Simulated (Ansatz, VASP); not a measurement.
# Two plane-wave programs on Mg

Contents of INCAR:

```
SYSTEM = Mg
PREC = Accurate
ENCUT = 600
EDIFF = 1E-6
ISMEAR = -1
SIGMA = 0.05
LREAL = .False.
LASPH = .True.
NELM = 100
ALGO = Normal
ISIF = 3
LWAVE = .False.
LCHARG = .False.
GGA = RP
IVDW = 13
IBRION = 2
NSW = 60
EDIFFG = -0.01
```

File KPOINTS:

```
regular mesh
0
Gamma
  10 10 3
  0 0 0
```

Contents of POSCAR:

```
Mg
1.0
    3.1768261656      0.0000000000      0.0000000000
   -1.5884130828      2.7512121628      0.0000000000
    0.0000000000      0.0000000000     10.3188620100
Mg
4
Direct
    0.6666666667      0.3333333333      0.7500000000
    0.0000000000      0.0000000000      0.5000000000
    0.3333333333      0.6666666667      0.2500000000
    0.0000000000      0.0000000000      0.0000000000
```

input.yaml

```yaml
crystal:
  lattice:
    - [3.1768261656, 0.0, 0.0]
    - [-1.5884130828, 2.7512121628, 0.0]
    - [0.0, 0.0, 10.31886201]
  atoms:
    - { symbol: Mg, position: [0.6666666667, 0.3333333333, 0.75] }
    - { symbol: Mg, position: [0.0, 0.0, 0.5] }
    - { symbol: Mg, position: [0.3333333333, 0.6666666667, 0.25] }
    - { symbol: Mg, position: [0.0, 0.0, 0.0] }
hamiltonian:
  xc: rpbe
  pseudopotentials: { kind: paw }
  dispersion: d4
kpoints:
  mp_grid: { grid: [10, 10, 3] }
scf:
  occupations: { method: fermi_dirac, width: 0.05 }
output:
  forces: true
  stress: true
relax:
  f_tol: 0.01
  max_steps: 40
  cell: { stress_tol: 0.05 }
```

Alike in both runs: task relaxation of cell and atoms; functional RPBE; dispersion D4; k mesh 10 × 10 × 3; occupations fermi-dirac, width 0.05 eV; no spin polarisation.

|  | VASP | Ansatz |
| --- | --- | --- |
| version | VASP 6.6.1 | Ansatz 0.2.0 |
| potentials or method | VASP PAW PBE potentials, release 64 (Mg) | Ansatz PAW |
| plane-wave cutoff (eV) | 600 | 420 |
| valence electrons in the cell | 8 | 40 |

|  | VASP | Ansatz | Ansatz less VASP |
| --- | --- | --- | --- |
| relaxed volume (Å³/atom) | 23.26 | 23.26 | +0.002 |
| relaxed cell length with the largest relative difference (Å) | 3.193 | 3.193 | +0.0003 |

VASP's potentials were made for PBE, not for RPBE. VASP's potentials hold 8 valence electrons a cell and Ansatz's 40, so a difference there can come from the potentials and not from the codes.

Noted on Ansatz's run: the plane-wave basis is chosen anew once the cell has moved, so the energies of steps on either side of that aren't comparable.
